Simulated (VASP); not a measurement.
# SrO (km) (Fm-3m) in VASP: single point with PBEsol

Aim: the single point of SrO (km) with PBEsol.

Program: VASP 6.6.1. These are calculated values, not measurements. Logs are shortened: lines on timing, memory, paths and dates and some standing lists are left out, and cuts for length are marked.

## Step 1: The cell of the first run

Symmetry: Fm-3m, No. 225, cubic system. Conventional cell: a = 5.123 Å, b = 5.123 Å, c = 5.123 Å, α = 90.00°, β = 90.00°, γ = 90.00°. Within 3.4 Å of Sr (site symmetry m-3m) lie 6 O at 2.56 Å. O (site symmetry m-3m) has 6 Sr at 2.56 Å within 3.4 Å.

## Step 2: Single point, PBEsol

Contents of INCAR:

```
PREC = Accurate
ENCUT = 600
EDIFF = 1E-6
ISMEAR = 0
SIGMA = 0.02
LREAL = F
LASPH = T
NELM = 120
ALGO = Normal
ISIF = 2
LWAVE = F
LCHARG = T
GGA = PS
LELF = T
LVHAR = T
NBANDS = 15
GGA_COMPAT = F
```

Contents of KPOINTS:

```
regular mesh
0
Gamma
  6 6 6
```

Contents of POSCAR:

```
SrO
1.0
    0.0000000000      2.5613370527      2.5613370527
    2.5613370527      0.0000000000      2.5613370527
    2.5613370527      2.5613370527      0.0000000000
Sr O
1 1
Direct
    0.0000000000      0.0000000000      0.0000000000
    0.5000000000      0.5000000000      0.5000000000
```

Potentials or basis: VASP PAW PBE potentials, release 64 (Sr_sv, O).

On the command line:

```bash
$ cat potpaw_PBE.64/Sr_sv/POTCAR potpaw_PBE.64/O/POTCAR > POTCAR
$ mpirun -np 1 vasp_std > vasp.out
```

OUTCAR:

```text
PREC = Accurate
   ENCUT = 600
   EDIFF = 1E-6
   ISMEAR = 0
   LREAL = F
   LASPH = T
   NELM = 120
   ISIF = 2
   GGA = PS

 ion  position               nearest neighbor table
   1  0.000  0.000  0.000-   2 2.56   2 2.56   2 2.56   2 2.56   2 2.56   2 2.56
   2  0.500  0.500  0.500-   1 2.56   1 2.56   1 2.56   1 2.56   1 2.56   1 2.56

  LATTYP: Found a face centered cubic cell.
 ALAT       =     5.1226741054

  Lattice vectors:

 A1 = (   0.0000000000,   2.5613370527,   2.5613370527)
 A2 = (   2.5613370527,   0.0000000000,   2.5613370527)
 A3 = (   2.5613370527,   2.5613370527,   0.0000000000)

Analysis of symmetry for initial positions (statically):
=====================================================================
 Subroutine PRICEL returns:
 Original cell was already a primitive cell.

 Routine SETGRP: Setting up the symmetry group for a
 face centered cubic supercell.

 Subroutine GETGRP returns: Found 48 space group operations
 (whereof 48 operations were pure point group operations)
 out of a pool of 48 trial point group operations.

The static configuration has the point symmetry O_h .

Analysis of symmetry for dynamics (positions and initial velocities):
=====================================================================
 Subroutine PRICEL returns:
 Original cell was already a primitive cell.

 Routine SETGRP: Setting up the symmetry group for a
 face centered cubic supercell.

 Subroutine GETGRP returns: Found 48 space group operations
 (whereof 48 operations were pure point group operations)
 out of a pool of 48 trial point group operations.

The dynamic configuration has the point symmetry O_h .

 Subroutine INISYM returns: Found 48 space group operations
 (whereof 48 operations are pure point group operations),
 and found     1 'primitive' translations

----------------------------------------------------------------------------------------

                                     Primitive cell

  volume of cell :      33.6070

  direct lattice vectors                    reciprocal lattice vectors
     0.000000000  2.561337053  2.561337053    -0.195210544  0.195210544  0.195210544
     2.561337053  0.000000000  2.561337053     0.195210544 -0.195210544  0.195210544
     2.561337053  2.561337053  0.000000000     0.195210544  0.195210544 -0.195210544

  length of vectors
     3.622277598  3.622277598  3.622277598     0.338114581  0.338114581  0.338114581

  position of ions in fractional coordinates (direct lattice)
     0.000000000  0.000000000  0.000000000
     0.500000000  0.500000000  0.500000000

  ion indices of the primitive-cell ions
   primitive index   ion index
                 1           1
                 2           2

----------------------------------------------------------------------------------------

 KPOINTS: regular mesh

Automatic generation of k-mesh.
 Grid dimensions read from file:
 generate k-points for:    6    6    6

 Generating k-lattice:

  Cartesian coordinates                     Fractional coordinates (reciprocal lattice)
    -0.032535091  0.032535091  0.032535091     0.166666667  0.000000000  0.000000000
     0.032535091 -0.032535091  0.032535091     0.000000000  0.166666667  0.000000000
     0.032535091  0.032535091 -0.032535091     0.000000000  0.000000000  0.166666667

  Length of vectors
     0.056352430  0.056352430  0.056352430

  Shift w.r.t. Gamma in fractional coordinates (k-lattice)
     0.000000000  0.000000000  0.000000000

 Subroutine IBZKPT returns following result:
 ===========================================

 Found     16 irreducible k-points:

 Following reciprocal coordinates:
            Coordinates               Weight
  0.000000  0.000000  0.000000      1.000000
  0.166667  0.000000  0.000000      8.000000
  0.333333  0.000000  0.000000      8.000000
  0.500000  0.000000  0.000000      4.000000
  0.166667  0.166667  0.000000      6.000000
  0.333333  0.166667  0.000000     24.000000
[... 8 lines left out ...]
 -0.333333  0.333333  0.166667     24.000000
 -0.333333  0.500000  0.166667     12.000000
   k-points           NKPTS =     16   k-points in BZ     NKDIM =     16   number of bands    NBANDS=     15
   number of dos      NEDOS =    301   number of ions     NIONS =      2
   total plane-waves  NPLWV =  27000
   dimension x,y,z NGX =    30 NGY =   30 NGZ =   30
   dimension x,y,z NGXF=    60 NGYF=   60 NGZF=   60
   ions per type =               1   1
   NGX,Y,Z   is equivalent  to a cutoff of  13.77, 13.77, 13.77 a.u.
   NGXF,Y,Z  is equivalent  to a cutoff of  27.54, 27.54, 27.54 a.u.
 SYSTEM =  unknown system
   PREC   = accura    normal or accurate (medium, high low for compatibility)
   ISTART =      0    job   : 0-new  1-cont  2-samecut
   ICHARG =      2    charge: 1-file 2-atom 10-const
   ISPIN  =      1    spin polarized calculation?
   LNONCOLLINEAR =      F non collinear calculations
   LSORBIT =      F    spin-orbit coupling
   LASPH  =      T    aspherical Exc in radial PAW
   ENCUT  =  600.0 eV  44.10 Ry    6.64 a.u.   7.23  7.23  7.23*2*pi/ulx,y,z
   NELM   =    120;   NELMIN=  2; NELMDL= -5     # of ELM steps
   EDIFF  = 0.1E-05   stopping-criterion for ELM
   LREAL  =      F    real-space projection
   EDIFFG = 0.1E-04   stopping-criterion for IOM
   NSW    =      0    number of steps for IOM
   IBRION =     -1    ionic relax: 0-MD 1-quasi-New 2-CG
   NFREE  =      0    steps in history (QN), initial steepest desc. (CG)
   ISIF   =      2    stress and relaxation
   ISYM   =      2    0-nonsym 1-usesym 2-fastsym
   POTIM  = 0.5000    time-step for ionic-motion
   TEBEG  =    0.0;   TEEND  =   0.0 temperature during run
   PSTRESS=    0.0 pullay stress
   NELECT =      16.0000    total number of electrons
   NUPDOWN=      -1.0000    fix difference up-down
   EMIN   =  10.00;   EMAX   =-10.00  energy-range for DOS
   EFERMI =   0.00;   METHOD = LEGACY
   ISMEAR =     0;   SIGMA  =   0.02  broadening in eV -4-tet -1-fermi 0-gaus
   EFERMI_NEDOS =   21; number of points for ismear=-14 and -15
   IALGO  =     38    algorithm
   IMIX   =      4    mixing-type and parameters
     AMIX     =   0.40;   BMIX     =  1.00
     AMIX_MAG =   1.60;   BMIX_MAG =  1.00
  volume/ion in A,a.u.               =      16.80       113.40
  Fermi-wavevector in a.u.,A,eV,Ry     =   1.278316  2.415666 22.233155  1.634091
  Thomas-Fermi vector in A             =   2.410865
   LORBIT       =      0    0 simple, 1 ext, 2 COOP (PROOUT), +10 PAW based schemes
   GGA     = PS    functional components
   LHFCALC =     F    Hartree Fock is set to
   AEXX    =    0.0000 exact exchange contribution
   IVDW    =     0    specifies the selected vdW correction
   LEPSILON=     F    determine dielectric tensor
   LRPA    =     F    only Hartree local field effects (RPA)
 non-spin polarized calculation
 Gauss-broadening in eV      SIGMA  =   0.02
  energy-cutoff  :      600.00
  volume of cell :       33.61
 maximum number of plane-waves:      1139
 NGX is ok and might be reduce to    30
   NGX = 15   NGY = 15   NGZ = 15

 number of electron      15.9999997 magnetization

 Free energy of the ion-electron system (eV)
  ---------------------------------------------------
  ext. energy  EPLUGINS =         0.00000000
  ---------------------------------------------------
  free energy    TOTEN  =       -12.64045166 eV

  energy without entropy =      -12.64045166  energy(sigma->0) =      -12.64045166

 E-fermi :   1.7094     XC(G=0): -10.3313

 val. band max:        1.5412449570   @ k =   0.0000   0.0000   0.0000
 cond. band min:       4.6890293267   @ k =   0.5000   0.5000   0.0000
 fundamental gap:      3.1477843697
 Fermi energy:         1.7094025290

 k-point     1 :       0.0000    0.0000    0.0000
  band No.  band energies     occupation
      1     -30.6566      2.00000
      2     -13.4708      2.00000
      3     -12.2971      2.00000
      4     -12.2971      2.00000
      5     -12.2971      2.00000
      6       1.5412      2.00000
      7       1.5412      2.00000
      8       1.5412      2.00000
      9       5.4443      0.00000
     10       7.7275      0.00000
     11       7.7275      0.00000
     12       7.7275      0.00000
     13       9.9484      0.00000
     14       9.9484      0.00000
     15      14.0806      0.00000

 k-point     2 :       0.1667    0.0000    0.0000
  band No.  band energies     occupation
      1     -30.6198      2.00000
      2     -14.0346      2.00000
      3     -12.3190      2.00000
      4     -12.3190      2.00000
      5     -11.8227      2.00000
      6       0.7890      2.00000
      7       1.2005      2.00000
      8       1.2005      2.00000
      9       6.6211      0.00000
     10       7.5088      0.00000
     11       8.2754      0.00000
     12       8.2754      0.00000
     13      10.6673      0.00000
     14      10.6673      0.00000
     15      15.7954      0.00000

 k-point     3 :       0.3333    0.0000    0.0000
  band No.  band energies     occupation
      1     -30.5451      2.00000
      2     -14.7418      2.00000
      3     -12.3619      2.00000
      4     -12.3619      2.00000
      5     -11.2948      2.00000
      6      -0.2721      2.00000
      7       0.6197      2.00000
      8       0.6197      2.00000
      9       7.6991      0.00000
     10       8.7701      0.00000
     11       9.6084      0.00000
     12       9.6084      0.00000
     13      12.2775      0.00000
     14      12.2775      0.00000
     15      17.4724      0.00000

 k-point     4 :       0.5000    0.0000    0.0000
  band No.  band energies     occupation
      1     -30.5071      2.00000
      2     -15.0230      2.00000
      3     -12.3829      2.00000
      4     -12.3829      2.00000
      5     -11.1032      2.00000
      6      -0.7056      2.00000
      7       0.3654      2.00000
      8       0.3654      2.00000
      9       8.0801      0.00000
     10       9.9192      0.00000
     11      10.4523      0.00000
     12      10.4523      0.00000
     13      13.6154      0.00000
     14      13.6154      0.00000
     15      16.4551      0.00000
[... 163 lines left out ...]
 k-point    14 :       0.5000    0.3333    0.1667
  band No.  band energies     occupation
      1     -30.4980      2.00000
      2     -14.4836      2.00000
      3     -12.7434      2.00000
      4     -12.5643      2.00000
      5     -11.6464      2.00000
      6       0.1653      2.00000
      7       0.6888      2.00000
      8       1.1775      2.00000
      9       6.5237      0.00000
     10       8.7482      0.00000
     11      10.4070      0.00000
     12      11.0428      0.00000
     13      12.4560      0.00000
     14      13.7245      0.00000
     15      15.8964      0.00000

 k-point    15 :      -0.3333    0.3333    0.1667
  band No.  band energies     occupation
      1     -30.4734      2.00000
      2     -14.4707      2.00000
      3     -12.8668      2.00000
      4     -12.7135      2.00000
      5     -11.6135      2.00000
      6       0.1705      2.00000
      7       0.8567      2.00000
      8       0.9231      2.00000
      9       7.7100      0.00000
     10       7.8296      0.00000
     11      10.5993      0.00000
     12      11.7398      0.00000
     13      13.1294      0.00000
     14      14.5418      0.00000
     15      15.3128      0.00000

 k-point    16 :      -0.3333    0.5000    0.1667
  band No.  band energies     occupation
      1     -30.4626      2.00000
      2     -14.0346      2.00000
      3     -13.1713      2.00000
      4     -12.8547      2.00000
      5     -11.9055      2.00000
      6       0.6307      2.00000
      7       1.0895      2.00000
      8       1.2039      2.00000
      9       6.1087      0.00000
     10       9.1027      0.00000
     11      10.0674      0.00000
     12      12.6634      0.00000
     13      12.8055      0.00000
     14      14.5259      0.00000
     15      15.0970      0.00000

------------------------ aborting loop because EDIFF is reached ----------------------------------------

  FORCE on cell =-STRESS in cart. coord.  units (eV):
  Direction    XX          YY          ZZ          XY          YZ          ZX
  --------------------------------------------------------------------------------------
  -------------------------------------------------------------------------------------
  Total        0.1145762      0.1145762      0.1145762      0.0000000      0.0000000      0.0000000
  in kB        5.4622918      5.4622918      5.4622918      0.0000000      0.0000000      0.0000000
  external PRESSURE =       5.4622918 kB  Pullay stress =       0.0000000 kB

 VOLUME and BASIS-vectors are now :
 -----------------------------------------------------------------------------
  energy-cutoff  :      600.00
  volume of cell :       33.61
      direct lattice vectors                 reciprocal lattice vectors
     0.000000000  2.561337053  2.561337053    -0.195210544  0.195210544  0.195210544
     2.561337053  0.000000000  2.561337053     0.195210544 -0.195210544  0.195210544
     2.561337053  2.561337053  0.000000000     0.195210544  0.195210544 -0.195210544

 POSITION                                       TOTAL-FORCE (eV/Angst)
 -----------------------------------------------------------------------------------
      0.00000      0.00000      0.00000         0.000000     -0.000000     -0.000000
      2.56134      2.56134      2.56134         0.000000      0.000000      0.000000
 -----------------------------------------------------------------------------------
    total drift:                                0.000000      0.000000      0.000000

  FREE ENERGIE OF THE ION-ELECTRON SYSTEM (eV)
  ---------------------------------------------------
  free  energy   TOTEN  =       -12.6404516612 eV

  energy  without entropy=      -12.6404516612  energy(sigma->0) =      -12.64045166
```

It took 15 s on 1 thread of Intel Xeon Platinum 8375C at 2.90GHz (Ice Lake), shared host; peak memory 0.17 GiB.

What came out:

```yaml
Free_energy: -12.6405 eV
Pressure: 0.5 GPa
Band_gap_on_the_k_mesh: 3.15 eV, indirect (least direct gap 3.23 eV)
```

Levels at points of the mesh, in eV from the valence-band top:
| k point | band 4 | band 5 | band 6 | band 7 | band 8 | band 9 | band 10 | band 11 | band 12 | band 13 |
| --- | --- | --- | --- | --- | --- | --- | --- | --- | --- | --- |
| (0.00, 0.00, 0.00) | -13.84 | -13.84 | 0.00 | 0.00 | 0.00 | 3.90 | 6.19 | 6.19 | 6.19 | 8.41 |
| (0.50, 0.00, 0.00) | -13.92 | -12.64 | -2.25 | -1.18 | -1.18 | 6.54 | 8.38 | 8.91 | 8.91 | 12.07 |
| (0.50, 0.50, 0.00) | -14.23 | -14.23 | -0.42 | -0.08 | -0.08 | 3.15 | 7.85 | 10.27 | 10.32 | 11.25 |

Caveat: the PAW data sets were made with another functional, which shifts forces and pressure a little.
